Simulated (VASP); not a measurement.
Runs of VASP 6.6.1 on ScIn3Rh. The structure is that of space group Pm-3m (No. 221), or close to it. The cells are those of the table. The cell was generated, and may not be a known phase.

```tsv
task	cell	k mesh	gap on the mesh (eV)	pressure (GPa)	relaxed volume (Å³/atom)
relaxation of cell and atoms	relaxed from a = 4.446 Å, 5 atoms	4 × 4 × 4	none	0.1	25.67
relaxation of cell and atoms	relaxed from a = 5.046 Å, 5 atoms	8 × 8 × 8	none	0.0	(a)
single point	a = 5.062 Å, 5 atoms	8 × 8 × 8	none	0.0	-
single point	a = 4.446 Å, 5 atoms	4 × 4 × 4	none	65.1	-
single point	a = 5.046 Å, 5 atoms	4 × 4 × 4	none	0.2	-
```

Alike in all rows: level PBE; potentials or basis VASP PAW PBE potentials, release 64 (Sc_sv, In_d, Rh_pv); no spin polarisation; cutoff (eV) 500; smearing gaussian 0.1 eV.

Task: Fill in the values left out.

Result: (a) 25.95.

Caveats: spin-orbit coupling is left out, which moves the levels of the heavy elements; the volume moved by over 15 % at a fixed basis, so the end points are rough (at least some runs); the cell stands under pressure (at least some runs).

A k mesh can miss the band edges, and the runs leave out spin-orbit coupling on In, Rh.

A gap of «none» marks levels without a gap at the run's occupations.
